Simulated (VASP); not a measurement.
# Ge (Fd-3m) in VASP: notebook, part 2 of 2

VASP 6.6.1.

**5. Single point, PBEsol**

This run uses another cell than the first one, of 22.07 Å³/atom, 1.083 times its volume.

Contents of INCAR:

```
SYSTEM = Ge
ALGO = Normal
EDIFF = 1E-6
ENCUT = 520
GGA = PS
ISIF = 2
ISMEAR = 0
LASPH = .TRUE.
LCHARG = .FALSE.
LREAL = .FALSE.
LWAVE = .FALSE.
NBANDS = 21
NELM = 80
PREC = Accurate
SIGMA = 0.01
```

Contents of KPOINTS:

```
k-points
0
G
  6 6 6
  0 0 0
```

Contents of POSCAR:

```
Ge
1.0
    0.0000000000      2.8051365231      2.8051365231
    2.8051365231      0.0000000000      2.8051365231
    2.8051365231      2.8051365231      0.0000000000
Ge
2
Direct
    0.0000000000      0.0000000000      0.0000000000
    0.2500000000      0.2500000000      0.2500000000
```

Potentials or basis: VASP PAW PBE potentials, release 64 (Ge_d).

Command:

```console
$ cat potpaw_PBE.64/Ge_d/POTCAR > POTCAR
$ mpirun -np 1 vasp_std > vasp.out
```

OUTCAR:

```text
SYSTEM = Ge
   EDIFF = 1E-6
   ENCUT = 520
   GGA = PS
   ISIF = 2
   ISMEAR = 0
   LASPH = .TRUE.
   LREAL = .FALSE.
   NELM = 80
   PREC = Accurate

 ion  position               nearest neighbor table
   1  0.000  0.000  0.000-   2 2.43   2 2.43   2 2.43   2 2.43
   2  0.250  0.250  0.250-   1 2.43   1 2.43   1 2.43   1 2.43

  LATTYP: Found a face centered cubic cell.
 ALAT       =     5.6102730462

  Lattice vectors:

 A1 = (   0.0000000000,   2.8051365231,   2.8051365231)
 A2 = (   2.8051365231,   0.0000000000,   2.8051365231)
 A3 = (   2.8051365231,   2.8051365231,   0.0000000000)

Analysis of symmetry for initial positions (statically):
=====================================================================
 Subroutine PRICEL returns:
 Original cell was already a primitive cell.

 Routine SETGRP: Setting up the symmetry group for a
 face centered cubic supercell.

 Subroutine GETGRP returns: Found 48 space group operations
 (whereof 24 operations were pure point group operations)
 out of a pool of 48 trial point group operations.

The static configuration has the point symmetry T_d .
 The point group associated with its full space group is O_h .

Analysis of symmetry for dynamics (positions and initial velocities):
=====================================================================
 Subroutine PRICEL returns:
 Original cell was already a primitive cell.

 Routine SETGRP: Setting up the symmetry group for a
 face centered cubic supercell.

 Subroutine GETGRP returns: Found 48 space group operations
 (whereof 24 operations were pure point group operations)
 out of a pool of 48 trial point group operations.

The dynamic configuration has the point symmetry T_d .
 The point group associated with its full space group is O_h .

 Subroutine INISYM returns: Found 48 space group operations
 (whereof 24 operations are pure point group operations),
 and found     1 'primitive' translations

----------------------------------------------------------------------------------------

                                     Primitive cell

  volume of cell :      44.1461

  direct lattice vectors                    reciprocal lattice vectors
     0.000000000  2.805136523  2.805136523    -0.178244444  0.178244444  0.178244444
     2.805136523  0.000000000  2.805136523     0.178244444 -0.178244444  0.178244444
     2.805136523  2.805136523  0.000000000     0.178244444  0.178244444 -0.178244444

  length of vectors
     3.967062115  3.967062115  3.967062115     0.308728433  0.308728433  0.308728433

  position of ions in fractional coordinates (direct lattice)
     0.000000000  0.000000000  0.000000000
     0.250000000  0.250000000  0.250000000

  ion indices of the primitive-cell ions
   primitive index   ion index
                 1           1
                 2           2

----------------------------------------------------------------------------------------

 KPOINTS: k-points

Automatic generation of k-mesh.
 Grid dimensions read from file:
 generate k-points for:    6    6    6

 Generating k-lattice:

  Cartesian coordinates                     Fractional coordinates (reciprocal lattice)
    -0.029707407  0.029707407  0.029707407     0.166666667  0.000000000  0.000000000
     0.029707407 -0.029707407  0.029707407     0.000000000  0.166666667  0.000000000
     0.029707407  0.029707407 -0.029707407     0.000000000  0.000000000  0.166666667

  Length of vectors
     0.051454739  0.051454739  0.051454739

  Shift w.r.t. Gamma in fractional coordinates (k-lattice)
     0.000000000  0.000000000  0.000000000

 Subroutine IBZKPT returns following result:
 ===========================================

 Found     16 irreducible k-points:

 Following reciprocal coordinates:
            Coordinates               Weight
  0.000000  0.000000  0.000000      1.000000
  0.166667  0.000000  0.000000      8.000000
  0.333333  0.000000  0.000000      8.000000
  0.500000  0.000000  0.000000      4.000000
  0.166667  0.166667  0.000000      6.000000
  0.333333  0.166667  0.000000     24.000000
[... 8 lines left out ...]
 -0.333333  0.333333  0.166667     24.000000
 -0.333333  0.500000  0.166667     12.000000
   k-points           NKPTS =     16   k-points in BZ     NKDIM =     16   number of bands    NBANDS=     21
   number of dos      NEDOS =    301   number of ions     NIONS =      2
   total plane-waves  NPLWV =  27000
   dimension x,y,z NGX =    30 NGY =   30 NGZ =   30
   dimension x,y,z NGXF=    60 NGYF=   60 NGZF=   60
   ions per type =               2
   NGX,Y,Z   is equivalent  to a cutoff of  12.57, 12.57, 12.57 a.u.
   NGXF,Y,Z  is equivalent  to a cutoff of  25.14, 25.14, 25.14 a.u.
 SYSTEM =  Ge
   PREC   = accura    normal or accurate (medium, high low for compatibility)
   ISTART =      0    job   : 0-new  1-cont  2-samecut
   ICHARG =      2    charge: 1-file 2-atom 10-const
   ISPIN  =      1    spin polarized calculation?
   LNONCOLLINEAR =      F non collinear calculations
   LSORBIT =      F    spin-orbit coupling
   LASPH  =      T    aspherical Exc in radial PAW
   ENCUT  =  520.0 eV  38.22 Ry    6.18 a.u.   7.38  7.38  7.38*2*pi/ulx,y,z
   NELM   =     80;   NELMIN=  2; NELMDL= -5     # of ELM steps
   EDIFF  = 0.1E-05   stopping-criterion for ELM
   LREAL  =      F    real-space projection
   EDIFFG = 0.1E-04   stopping-criterion for IOM
   NSW    =      0    number of steps for IOM
   IBRION =     -1    ionic relax: 0-MD 1-quasi-New 2-CG
   NFREE  =      0    steps in history (QN), initial steepest desc. (CG)
   ISIF   =      2    stress and relaxation
   ISYM   =      2    0-nonsym 1-usesym 2-fastsym
   POTIM  = 0.5000    time-step for ionic-motion
   TEBEG  =    0.0;   TEEND  =   0.0 temperature during run
   PSTRESS=    0.0 pullay stress
   NELECT =      28.0000    total number of electrons
   NUPDOWN=      -1.0000    fix difference up-down
   EMIN   =  10.00;   EMAX   =-10.00  energy-range for DOS
   EFERMI =   0.00;   METHOD = LEGACY
   ISMEAR =     0;   SIGMA  =   0.01  broadening in eV -4-tet -1-fermi 0-gaus
   EFERMI_NEDOS =   21; number of points for ismear=-14 and -15
   IALGO  =     38    algorithm
   IMIX   =      4    mixing-type and parameters
     AMIX     =   0.40;   BMIX     =  1.00
     AMIX_MAG =   1.60;   BMIX_MAG =  1.00
  volume/ion in A,a.u.               =      22.07       148.96
  Fermi-wavevector in a.u.,A,eV,Ry     =   1.406577  2.658045 26.918566  1.978459
  Thomas-Fermi vector in A             =   2.528923
   LORBIT       =      0    0 simple, 1 ext, 2 COOP (PROOUT), +10 PAW based schemes
   GGA     = PS    functional components
   LHFCALC =     F    Hartree Fock is set to
   AEXX    =    0.0000 exact exchange contribution
   IVDW    =     0    specifies the selected vdW correction
   LEPSILON=     F    determine dielectric tensor
   LRPA    =     F    only Hartree local field effects (RPA)
 non-spin polarized calculation
 Gauss-broadening in eV      SIGMA  =   0.01
  energy-cutoff  :      520.00
  volume of cell :       44.15
 maximum number of plane-waves:      1243
 NGX is ok and might be reduce to    30
   NGX = 15   NGY = 15   NGZ = 15

 number of electron      28.0000032 magnetization

 Free energy of the ion-electron system (eV)
  ---------------------------------------------------
  ext. energy  EPLUGINS =         0.00000000
  ---------------------------------------------------
  free energy    TOTEN  =        -9.81679758 eV

  energy without entropy =       -9.81679758  energy(sigma->0) =       -9.81679758

 E-fermi :   5.2083     XC(G=0): -10.2432

 val. band max:        5.1213402217   @ k =   0.0000   0.0000   0.0000
 cond. band min:       5.3203074391   @ k =   0.5000   0.0000   0.0000
 fundamental gap:      0.1989672173
 Fermi energy:         5.2082576200

 k-point     1 :       0.0000    0.0000    0.0000
  band No.  band energies     occupation
      1     -19.6793      2.00000
      2     -19.6793      2.00000
      3     -19.6793      2.00000
      4     -19.6410      2.00000
      5     -19.6410      2.00000
      6     -19.4146      2.00000
[... 13 lines left out ...]
     20      14.6657      0.00000
     21      14.6657      0.00000
[... 337 lines left out ...]
 k-point    16 :      -0.3333    0.5000    0.1667
  band No.  band energies     occupation
      1     -19.7274      2.00000
      2     -19.7274      2.00000
      3     -19.5925      2.00000
      4     -19.5925      2.00000
      5     -19.5209      2.00000
      6     -19.5209      2.00000
[... 13 lines left out ...]
     20      16.3135      0.00000
     21      18.1923      0.00000

------------------------ aborting loop because EDIFF is reached ----------------------------------------

  FORCE on cell =-STRESS in cart. coord.  units (eV):
  Direction    XX          YY          ZZ          XY          YZ          ZX
  --------------------------------------------------------------------------------------
  -------------------------------------------------------------------------------------
  Total        0.6346210      0.6346210      0.6346210      0.0000000      0.0000000      0.0000000
  in kB       23.0320713     23.0320713     23.0320713      0.0000000      0.0000000      0.0000000
  external PRESSURE =      23.0320713 kB  Pullay stress =       0.0000000 kB

 VOLUME and BASIS-vectors are now :
 -----------------------------------------------------------------------------
  energy-cutoff  :      520.00
  volume of cell :       44.15
      direct lattice vectors                 reciprocal lattice vectors
     0.000000000  2.805136523  2.805136523    -0.178244444  0.178244444  0.178244444
     2.805136523  0.000000000  2.805136523     0.178244444 -0.178244444  0.178244444
     2.805136523  2.805136523  0.000000000     0.178244444  0.178244444 -0.178244444

 POSITION                                       TOTAL-FORCE (eV/Angst)
 -----------------------------------------------------------------------------------
      0.00000      0.00000      0.00000         0.000000      0.000000      0.000000
      1.40257      1.40257      1.40257        -0.000000     -0.000000     -0.000000
 -----------------------------------------------------------------------------------
    total drift:                                0.000000     -0.000000      0.000000

  FREE ENERGIE OF THE ION-ELECTRON SYSTEM (eV)
  ---------------------------------------------------
  free  energy   TOTEN  =        -9.8167975753 eV

  energy  without entropy=       -9.8167975753  energy(sigma->0) =       -9.81679758
```

stdout:

```text
POSCAR found type information on POSCAR Ge
 POSCAR found :  1 types and       2 ions
 scaLAPACK will be used
 -----------------------------------------------------------------------------
|                                                                             |
|                                                                             |
|     You enforced a specific xc type in the INCAR file but a different       |
|     I HOPE YOU KNOW WHAT YOU ARE DOING!                                     |
|                                                                             |
 -----------------------------------------------------------------------------

 LDA part: xc-table for (Slater+PW92), standard interpolation
 POSCAR, INCAR and KPOINTS ok, starting setup
 FFT: planning ... GRIDC
 FFT: planning ... GRID_SOFT
 FFT: planning ... GRID
 WAVECAR not read
 entering main loop
```

Wall time 12 s (1 thread of AMD EPYC 7R43 (Zen 3), shared host); peak memory 0.12 GiB.

What came out:

| Item | Value |
| --- | --- |
| Free energy | -9.8168 eV |
| Pressure | 2.3 GPa |
| Band gap on the k mesh | 0.20 eV, indirect (least direct gap 0.23 eV) |

Caveat: the PAW data sets were made with another functional, which shifts forces and pressure a little.

**6. Overview**

```csv
cell,gap on the mesh (eV),pressure (GPa)
"a = 3.863 Å, angles 60.0°, 2 atoms",0.43,10.0
"a = 3.898 Å, angles 60.0°, 2 atoms",0.37,7.0
"a = 3.933 Å, angles 60.0°, 2 atoms",0.28,4.5
"a = 3.967 Å, angles 60.0°, 2 atoms",0.20,2.3
```

Alike in all rows: task single point; level PBEsol; potentials or basis VASP PAW PBE potentials, release 64 (Ge_d); no spin polarisation; k mesh 6 × 6 × 6; cutoff (eV) 520; smearing gaussian 0.01 eV.

Caveats: the PAW data sets were made with another functional, which shifts forces and pressure a little.

Absolute energies hang on the potentials; compare differences alone.

**7. Against experiment**

Step 5. Against the measured gap of Ge, 0.807 eV (direct; 300 K; “Electronic and optical properties of SixGe1-x-ySny alloys lattice-matched to Ge”, 2021, arxiv:2109.02782), the calculated 0.20 eV is off by -0.61 eV. 3 values of this kind are on record (0.666 to 0.807 eV); this one was drawn at random among those near their median. Spin-orbit coupling on Ge is left out. The value is that of PBEsol on a finite k mesh, which can miss the band edges, without temperature or zero-point motion. Semilocal functionals fall short of measured gaps as a rule.
